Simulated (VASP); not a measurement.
Write the native input for VASP 6.6.1 that does the following.

* Task: electric field gradients
* Functional: PBE
* Potentials or basis: VASP PAW PBE potentials, release 64 (As_d)
* Cutoff: 520 eV
* k mesh: 6 × 6 × 6
* Occupations: fermi-dirac, width 0.05 eV
* Spin: no spin polarisation
* Dipole correction: no
* Second run: valence_matched
* Further INCAR settings: ALGO = Normal; EDIFF = 1e-08; NBANDS = 22

The structure of As lies in POSCAR:

```
As
1.0
    1.8797494575      1.0852738553      3.4857700000
   -1.8797494575      1.0852738553      3.4857700000
    0.0000000000     -2.1705477106      3.4857700000
As
2
Direct
    0.2275400000      0.2275400000      0.2275400000
    0.7724600000      0.7724600000      0.7724600000
```

One way to write it, as run:

INCAR

```
PREC = Accurate ; ENCUT = 520
EDIFF = 1E-8 ; ISMEAR = -1
SIGMA = 0.05 ; LREAL = False
LASPH = True ; NELM = 120
ALGO = Normal ; ISIF = 2
LWAVE = False ; LCHARG = False
GGA = PE ; LEFG = True
NBANDS = 22 ; GGA_COMPAT = False
```

KPOINTS

```
Automatic mesh
0
Gamma
  6 6 6
```

Potentials or basis: VASP PAW PBE potentials, release 64 (As_d).

Launch:

```sh
$ cat potpaw_PBE.64/As_d/POTCAR > POTCAR
$ mpirun -np 1 vasp_std > vasp.out
```

It gave:

```json
{"Pressure": "3.6 GPa", "Largest force": "0.122 eV/Å", "Band gap on the k mesh": "zero (band 15 reaches 3.90 eV, above the bottom of band 16 at 3.58 eV)"}
```

Caveat: without QUAD_EFG the Cq values of the log hold for a quadrupole moment of 1 mb, not for the nuclei.

It took 24 s on 1 thread of Intel(R) Xeon(R) Platinum 8259CL CPU @ 2.50GHz (Skylake/Cascade Lake), with other jobs on the host, peak memory 0.18 GiB.
